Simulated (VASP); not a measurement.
# HfRu3 (Pm-3m) in VASP: a series of runs, part 3 of 3

VASP 6.6.1. The steps go on from the part before.

## (6) Single point, PBEsol, non-collinear spin, zero start, spin-orbit coupling

The input, INCAR:

```
SYSTEM = HfRu3
ALGO     = Normal         ! electronic algorithm
EDIFF    = 1E-6           ! SCF threshold, eV
ENCUT    = 520            ! plane-wave cutoff, eV
GGA      = PS             ! functional
GGA_COMPAT= .FALSE.      
ISIF     = 2              ! what is computed and relaxed
ISMEAR   = -1             ! smearing method
LASPH    = .TRUE.         ! aspherical terms in the spheres
LCHARG   = .FALSE.        ! write CHGCAR
LMAXMIX  = 4              ! l up to which the mixer works
LORBIT   = 11             ! projections on sites
LORBMOM  = .TRUE.       
LREAL    = .FALSE.        ! projectors in reciprocal space
LSORBIT  = .TRUE.         ! spin-orbit coupling
LWAVE    = .FALSE.        ! write WAVECAR
MAGMOM   = 0 0 0 0 0 0 0 0 0 0 0 0 ! initial moments
NBANDS   = 66             ! bands
NELM     = 150            ! most SCF steps
PREC     = Accurate       ! precision mode
SIGMA    = 0.05           ! smearing width, eV
```

The input, KPOINTS:

```
k-points
0
G
  7 7 7
  0 0 0
```

The input, POSCAR:

```
HfRu3
1.0
    3.9557730000      0.0000000000      0.0000000000
    0.0000000000      3.9557730000      0.0000000000
    0.0000000000      0.0000000000      3.9557730000
Hf Ru
1 3
Direct
    0.0000000000      0.0000000000      0.0000000000
    0.0000000000      0.5000000000      0.5000000000
    0.5000000000      0.0000000000      0.5000000000
    0.5000000000      0.5000000000      0.0000000000
```

Potentials or basis: VASP PAW PBE potentials, release 64 (Hf_pv, Ru_pv).

Launch:

```sh
> cat potpaw_PBE.64/Hf_pv/POTCAR potpaw_PBE.64/Ru_pv/POTCAR > POTCAR
> mpirun -np 1 vasp_ncl > vasp.out
```

OUTCAR:

```text
SYSTEM = HfRu3
   EDIFF = 1E-6
   ENCUT = 520
   GGA = PS
   ISIF = 2
   ISMEAR = -1
   LASPH = .TRUE.
   LORBIT = 11
   LREAL = .FALSE.
   LSORBIT = .TRUE.
   NELM = 150
   PREC = Accurate

 ion  position               nearest neighbor table
   1  0.000  0.000  0.000-   2 2.80   3 2.80   4 2.80   2 2.80   3 2.80   2 2.80   4 2.80   2 2.80
                             3 2.80   4 2.80   3 2.80   4 2.80
   2  0.000  0.500  0.500-   1 2.80   3 2.80   4 2.80   1 2.80   4 2.80   1 2.80   3 2.80   1 2.80
                             3 2.80   4 2.80   4 2.80   3 2.80
   3  0.500  0.000  0.500-   1 2.80   2 2.80   4 2.80   1 2.80   4 2.80   2 2.80   4 2.80   4 2.80
                             1 2.80   2 2.80   1 2.80   2 2.80
   4  0.500  0.500  0.000-   1 2.80   2 2.80   3 2.80   2 2.80   3 2.80   1 2.80   3 2.80   3 2.80
                             1 2.80   2 2.80   2 2.80   1 2.80

  LATTYP: Found a simple cubic cell.
 ALAT       =     3.9557730000

  Lattice vectors:

 A1 = (   3.9557730000,   0.0000000000,   0.0000000000)
 A2 = (   0.0000000000,   3.9557730000,   0.0000000000)
 A3 = (   0.0000000000,   0.0000000000,   3.9557730000)

Analysis of symmetry for initial positions (statically):
=====================================================================
 Subroutine PRICEL returns:
 Original cell was already a primitive cell.

 Routine SETGRP: Setting up the symmetry group for a
 simple cubic supercell.

 Subroutine GETGRP returns: Found 48 space group operations
 (whereof 48 operations were pure point group operations)
 out of a pool of 48 trial point group operations.

The static configuration has the point symmetry O_h .

Analysis of symmetry for dynamics (positions and initial velocities):
=====================================================================
 Subroutine PRICEL returns:
 Original cell was already a primitive cell.

 Routine SETGRP: Setting up the symmetry group for a
 simple cubic supercell.

 Subroutine GETGRP returns: Found 48 space group operations
 (whereof 48 operations were pure point group operations)
 out of a pool of 48 trial point group operations.

The dynamic configuration has the point symmetry O_h .

Analysis of structural, dynamic, and magnetic symmetry:
=====================================================================
 Subroutine PRICEL returns:
 Original cell was already a primitive cell.

 Routine SETGRP: Setting up the symmetry group for a
 simple cubic supercell.

 Subroutine GETGRP returns: Found 48 space group operations
 (whereof 48 operations were pure point group operations)
 out of a pool of 48 trial point group operations.

The overall configuration has the point symmetry O_h .

 Subroutine INISYM returns: Found 48 space group operations
 (whereof 48 operations are pure point group operations),
 and found     1 'primitive' translations

----------------------------------------------------------------------------------------

                                     Primitive cell

  volume of cell :      61.9005

  direct lattice vectors                    reciprocal lattice vectors
     3.955773000  0.000000000  0.000000000     0.252795092  0.000000000  0.000000000
     0.000000000  3.955773000  0.000000000     0.000000000  0.252795092  0.000000000
     0.000000000  0.000000000  3.955773000     0.000000000  0.000000000  0.252795092
[... 1491 lines left out ...]
  in kB     -103.5508955   -103.5508955   -103.5508955     -0.0000000     -0.0000000      0.0000000
  external PRESSURE =    -103.5508955 kB  Pullay stress =       0.0000000 kB

 VOLUME and BASIS-vectors are now :
 -----------------------------------------------------------------------------
  energy-cutoff  :      520.00
  volume of cell :       61.90
      direct lattice vectors                 reciprocal lattice vectors
     3.955773000  0.000000000  0.000000000     0.252795092  0.000000000  0.000000000
     0.000000000  3.955773000  0.000000000     0.000000000  0.252795092  0.000000000
     0.000000000  0.000000000  3.955773000     0.000000000  0.000000000  0.252795092

 POSITION                                       TOTAL-FORCE (eV/Angst)
 -----------------------------------------------------------------------------------
      0.00000      0.00000      0.00000         0.000000      0.000000      0.000000
      0.00000      1.97789      1.97789         0.000000      0.000000      0.000000
      1.97789      0.00000      1.97789         0.000000      0.000000      0.000000
      1.97789      1.97789      0.00000         0.000000      0.000000      0.000000
 -----------------------------------------------------------------------------------
    total drift:                                0.000000      0.000000      0.000000

  FREE ENERGIE OF THE ION-ELECTRON SYSTEM (eV)
  ---------------------------------------------------
  free  energy   TOTEN  =       -42.7898786296 eV

  energy  without entropy=      -42.7491816793  energy(sigma->0) =      -42.76953015

 orbital moment (x)

 # of ion     p       d       tot
 ----------------------------------------
  1         0.000  -0.000  -0.000
  2         0.000   0.000   0.000
  3         0.000  -0.000  -0.000
  4         0.000   0.000   0.000
 ----------------------------------------
            0.000  -0.000  -0.000

 orbital moment (y)

 # of ion     p       d       tot
 ----------------------------------------
  1         0.000   0.000   0.000
  2         0.000   0.000   0.000
  3         0.000   0.000   0.000
  4        -0.000   0.000   0.000
 ----------------------------------------
           -0.000   0.000   0.000

 orbital moment (z)

 # of ion     p       d       tot
 ----------------------------------------
  1         0.000   0.000   0.000
  2         0.000   0.000   0.000
  3         0.000   0.000   0.000
  4         0.000   0.000   0.000
 ----------------------------------------
            0.000   0.000   0.000

 Spin-Orbit-Coupling matrix elements

 Ion:    1  E_soc:     -1.3573538
 l=   1
     0.0000000    -0.2181573    -0.2181573
    -0.2181573     0.0000000    -0.2181573
    -0.2181573    -0.2181573     0.0000000
 l=   2
     0.0000000    -0.0018004     0.0000000    -0.0018004    -0.0062679
    -0.0018004     0.0000000    -0.0047009    -0.0018004    -0.0015670
     0.0000000    -0.0047009     0.0000000    -0.0047009     0.0000000
    -0.0018004    -0.0018004    -0.0047009     0.0000000    -0.0015670
    -0.0062679    -0.0015670     0.0000000    -0.0015670     0.0000000
 l=   3
     0.0000000     0.0000000     0.0000000     0.0000000     0.0000000     0.0000000     0.0000000
     0.0000000     0.0000000     0.0000000     0.0000000     0.0000000     0.0000000     0.0000000
     0.0000000     0.0000000     0.0000000     0.0000000     0.0000000     0.0000000     0.0000000
     0.0000000     0.0000000     0.0000000     0.0000000     0.0000000     0.0000000     0.0000000
[... 49 lines left out ...]
 l=   2
     0.0000000    -0.0017981     0.0000000    -0.0017981    -0.0082812
    -0.0017981     0.0000000    -0.0060566    -0.0016102    -0.0011791
     0.0000000    -0.0060566     0.0000000    -0.0060566     0.0000000
    -0.0017981    -0.0016102    -0.0060566     0.0000000    -0.0011791
    -0.0082812    -0.0011791     0.0000000    -0.0011791     0.0000000
 l=   3
     0.0000000     0.0000000     0.0000000     0.0000000     0.0000000     0.0000000     0.0000000
     0.0000000     0.0000000     0.0000000     0.0000000     0.0000000     0.0000000     0.0000000
     0.0000000     0.0000000     0.0000000     0.0000000     0.0000000     0.0000000     0.0000000
     0.0000000     0.0000000     0.0000000     0.0000000     0.0000000     0.0000000     0.0000000
     0.0000000     0.0000000     0.0000000     0.0000000     0.0000000     0.0000000     0.0000000
     0.0000000     0.0000000     0.0000000     0.0000000     0.0000000     0.0000000     0.0000000
     0.0000000     0.0000000     0.0000000     0.0000000     0.0000000     0.0000000     0.0000000

 total charge

# of ion       s       p       d       tot
------------------------------------------
    1        0.393   6.599   1.674   8.666
    2        0.390   6.233   6.004  12.628
    3        0.390   6.233   6.004  12.628
    4        0.390   6.233   6.004  12.628
--------------------------------------------------
tot          1.564  25.298  19.686  46.549

 magnetization (x)

# of ion       s       p       d       tot
------------------------------------------
    1       -0.000   0.000   0.000   0.000
    2       -0.000   0.000   0.000  -0.000
    3       -0.000   0.000   0.000  -0.000
    4        0.000   0.000   0.000   0.000
--------------------------------------------------
tot         -0.000   0.000   0.000  -0.000

 magnetization (y)

# of ion       s       p       d       tot
------------------------------------------
    1       -0.000  -0.000   0.000  -0.000
    2        0.000   0.000   0.000   0.000
    3        0.000   0.000  -0.000   0.000
    4       -0.000  -0.000  -0.000  -0.000
--------------------------------------------------
tot          0.000  -0.000   0.000   0.000

 magnetization (z)

# of ion       s       p       d       tot
------------------------------------------
    1       -0.000   0.000  -0.000  -0.000
    2       -0.000   0.000  -0.000  -0.000
    3        0.000  -0.000   0.000   0.000
    4        0.000   0.000  -0.000   0.000
--------------------------------------------------
tot          0.000   0.000   0.000   0.000
```

Wall time 6.9 min (1 thread of Intel Xeon 8259CL, shared host); peak memory 0.35 GiB.

What came out:

- Free energy: -42.7899 eV
- Pressure: -10.4 GPa
- Net moment: 0.00 μB per cell
- Valence electrons inside the program's atomic spheres: Hf 8.67; Ru 12.63

Moments on the atoms (μB; x, y, z):
```
Hf  0.00 0.00 0.00
Ru  0.00 0.00 0.00
Ru  0.00 0.00 0.00
Ru  0.00 0.00 0.00
```

Caveat: the PAW data sets were made with another functional, which shifts forces and pressure a little.

## (7) Summary

| level | spin | k mesh | smearing | gap on the mesh (eV) | pressure (GPa) |
| --- | --- | --- | --- | --- | --- |
| r2SCAN | off | 6 × 6 × 6 | gaussian 0.025 eV | none | -6.3 |
| r2SCAN | off | 6 × 6 × 6 | gaussian 0.01 eV | none | -6.2 |
| r2SCAN | off | 6 × 6 × 6 | gaussian 0.005 eV | none | -6.2 |
| PBEsol | off | 7 × 7 × 7 | fermi-dirac 0.05 eV | none | -10.4 |
| PBEsol | non-collinear, zero start, SOC | 7 × 7 × 7 | fermi-dirac 0.05 eV | - | -10.4 |

Alike in all rows: task single point; potentials or basis VASP PAW PBE potentials, release 64 (Hf_pv, Ru_pv); cell as given; cutoff (eV) 520.

Every run on the cell as given and a fine mesh finds a metal. The pressure there spans -10.4 GPa (PBEsol) to -6.2 GPa (r2SCAN); a positive pressure means that this level wants a larger cell, a negative one a smaller.

Caveats: the PAW data sets were made with another functional, which shifts forces and pressure a little; spin-orbit coupling is left out, which moves the levels of the heavy elements (some runs).

Total energies depend on the potentials used, so only differences within one code and one set of settings carry meaning.
